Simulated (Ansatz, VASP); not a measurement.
**Two plane-wave programs on FeNi3**

Contents of INCAR:

```
SYSTEM = FeNi3
ALGO = Normal
EDIFF = 1E-7
ENCUT = 520
GGA = CA
ISIF = 2
ISMEAR = 0
ISPIN = 2
LASPH = .True.
LCHARG = .True.
LELF = .True.
LMAXMIX = 4
LORBIT = 11
LREAL = .False.
LVHAR = .True.
LWAVE = .False.
MAGMOM = 3.5 1.5 1.5 1.5
NBANDS = 31
NELM = 150
PREC = Accurate
SIGMA = 0.1
```

KPOINTS

```
k-points
0
Gamma
  9 9 9
  0 0 0
```

POSCAR

```
FeNi3
1.0
   -1.7669790000      1.7669790000      3.5395920000
    1.7669790000     -1.7669790000      3.5395920000
    1.7669790000      1.7669790000     -3.5395920000
Fe Ni
1 3
Direct
    0.0000000000      0.0000000000      0.0000000000
    0.5000000000      0.5000000000      0.0000000000
    0.7500000000      0.2500000000      0.5000000000
    0.2500000000      0.7500000000      0.5000000000
```

Input for Ansatz:

```yaml
crystal:
  lattice:
    - [-1.766979, 1.766979, 3.539592]
    - [1.766979, -1.766979, 3.539592]
    - [1.766979, 1.766979, -3.539592]
  atoms:
    - { symbol: Fe, position: [0.0, 0.0, 0.0], spin: 3.5 }
    - { symbol: Ni, position: [0.5, 0.5, 0.0], spin: 1.5 }
    - { symbol: Ni, position: [0.75, 0.25, 0.5], spin: 1.5 }
    - { symbol: Ni, position: [0.25, 0.75, 0.5], spin: 1.5 }
magnetization:
  spin_polarized: true
kpoints:
  mp_grid:
    grid: [9, 9, 9]
hamiltonian:
  xc: lda
scf:
  occupations:
    method: gaussian
    width: 0.1
basis:
  ecutwfc: 510
output:
  forces: true
  stress: true
```

Alike in both runs: task single point; functional LDA; k mesh 9 × 9 × 9; occupations gaussian, width 0.1 eV; collinear spin.

|  | VASP | Ansatz |
| --- | --- | --- |
| version | VASP 6.6.1 | Ansatz 0.2.0 |
| potentials or method | VASP PAW LDA potentials, release 64 (Fe, Ni), cutoff 520 eV | plane waves, PAW |
| valence electrons in the cell | 38 | 70 |

|  | VASP | Ansatz | Ansatz less VASP |
| --- | --- | --- | --- |
| pressure (GPa) | -16.4 | -16.3 | +0.11 |
| traceless stress, the component that is largest in VASP (GPa) | -0.17 | 0.00 | +0.171 |
| net moment per atom (μB) | 1.09 | 1.11 | +0.019 |
| size of the moment on the site where the two differ most (μB) | 0.56 | 0.61 | +0.049 |

LDA's correlation is that of Perdew and Zunger in VASP and of Perdew and Wang (1992) in Ansatz. Site moments also hang on the region over which each program counts them. VASP's potentials hold 38 valence electrons a cell and Ansatz's 70, so a difference there can come from the potentials and not from the codes.
